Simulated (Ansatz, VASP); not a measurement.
**Li3Pt: VASP beside Ansatz**

```
Li Pt
1.0
    -1.96755    1.96755    3.64636
     1.96755   -1.96755    3.64636
     1.96755    1.96755   -3.64636
Li Pt
3 1
Cartesian
  -0.0620 1.9668 1.7989
  2.0946 0.0546 1.8093
  0.0036 0.0543 3.6923
  3.8663 0.0106 0.0161
```

Alike in both runs: task single point; functional LDA; k mesh 5 × 5 × 6; occupations fermi-dirac, width 0.1 eV; no spin polarisation.

|  | VASP | Ansatz |
| --- | --- | --- |
| version | VASP 6.6.1 | Ansatz 0.2.0 |
| potentials or method | VASP PAW LDA potentials, release 64 (Li_sv, Pt), cutoff 520 eV | plane waves, PAW |
| valence electrons in the cell | 19 | 27 |

|  | VASP | Ansatz | Ansatz less VASP |
| --- | --- | --- | --- |
| rms of the force components (eV/Å) | 0.225 | 0.223 | -0.0022 |

LDA's correlation is that of Perdew and Zunger in VASP and of Perdew and Wang (1992) in Ansatz. Atom by atom the forces differ by 0.002 eV/Å (rms over components). VASP's potentials hold 19 valence electrons a cell and Ansatz's 27, so a difference there can come from the potentials and not from the codes. Ansatz's warnings: stress scf threshold loose.

The k mesh is coarse, so the values compare programs but aren't converged. Spin-orbit coupling is off throughout. Noted on VASP's run: the cutoff is short for stress, so the pressure is rough.
